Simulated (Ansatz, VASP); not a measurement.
## One calculation of Hf, two programs

The input INCAR:

```
  PREC = Accurate
  ENCUT = 500
  EDIFF = 1E-6
  ISMEAR = 0
  SIGMA = 0.1
  LREAL = F
  LASPH = T
  NELM = 120
  ALGO = Normal
  ISIF = 2
  LWAVE = F
  LCHARG = F
  GGA = PS
  NBANDS = 17
  GGA_COMPAT = F
```

File KPOINTS:

```
regular mesh
0
Gamma
  12 12 7
```

POSCAR

```
Hf
1.0
    3.2769193513      0.0000000000      0.0000000000
   -1.6384596756      2.8378954044      0.0000000000
    0.0000000000      0.0000000000      4.8771572494
Hf
2
Direct
    0.3333333333      0.6666666667      0.2500000000
    0.6666666667      0.3333333333      0.7500000000
```

Input for Ansatz:

```yaml
crystal:
  lattice:
    - [3.2769193513, 0.0, 0.0]
    - [-1.6384596756, 2.8378954044, 0.0]
    - [0.0, 0.0, 4.8771572494]
  atoms:
    - { symbol: Hf, position: [0.3333333333, 0.6666666667, 0.25] }
    - { symbol: Hf, position: [0.6666666667, 0.3333333333, 0.75] }
basis:
  ecutwfc: 420
kpoints:
  mp_grid: { grid: [12, 12, 7] }
hamiltonian:
  xc: pbesol
scf:
  occupations: { method: gaussian, width: 0.1 }
output:
  forces: true
  stress: true
  eigenvalues: true
```

Change from the starting cell: band edges of the strained film's bulk.

Alike in both runs: task single point; functional PBEsol; k mesh 12 × 12 × 7; occupations gaussian, width 0.1 eV; no spin polarisation.

|  | VASP | Ansatz |
| --- | --- | --- |
| version | VASP 6.6.1 | Ansatz 0.2.0 |
| potentials or method | VASP PAW PBE potentials, release 64 (Hf_pv), cutoff 500 eV | scalar-relativistic, plane waves, PAW |
| valence electrons in the cell | 20 | 52 |

|  | VASP | Ansatz | Ansatz less VASP |
| --- | --- | --- | --- |
| gap on the k mesh at the Fermi level (eV) | none | none | - |
| pressure (GPa) | -5.1 | -4.7 | +0.40 |
| traceless stress, the component that is largest in VASP (GPa) | 4.61 | 4.66 | +0.050 |

VASP's potentials were made for PBE, not for PBEsol. A gap of «none» marks a metal or a gap that the smearing closes. VASP's potentials hold 20 valence electrons a cell and Ansatz's 52, so a difference there can come from the potentials and not from the codes.

Spin-orbit coupling is off throughout.
